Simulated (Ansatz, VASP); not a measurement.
## Ru: VASP beside Ansatz

```
Ru
1.0
     3.98646    0.00000    0.00000
    -1.99323    3.45238    0.00000
     0.00000    0.00000    5.52997
Ru
4
Direct
  0.33333 0.66667 0.45872
  0.66667 0.33333 0.95872
  0.66667 0.33333 0.54128
  0.33333 0.66667 0.04128
```

Alike in both runs: functional PBEsol; k mesh 6 × 6 × 4; occupations gaussian, width 0.1 eV; no spin polarisation.

Ansatz relaxed the structure, and its values are those at the end. VASP's run is a single point on that final structure, the one shown.

```csv
,VASP,Ansatz
version,VASP 6.6.1,Ansatz 0.2.0
potentials or method,"VASP PAW PBE potentials, release 64 (Ru_pv), cutoff 520 eV","scalar-relativistic, plane waves, PAW"
valence electrons in the cell,56,64
```

```csv
,VASP,Ansatz,Ansatz less VASP
gap on the k mesh at the Fermi level (eV),none,none,-
pressure (GPa),0.3,0.0,-0.31
rms of the force components (eV/Å),0.019,0.002,-0.0170
```

VASP's potentials were made for PBE, not for PBEsol. A gap of «none» marks a metal or a gap that the smearing closes. With one functional, cell and mesh, what is left measures potentials, basis and numerics. VASP's potentials hold 56 valence electrons a cell and Ansatz's 64, so a difference there can come from the potentials and not from the codes.
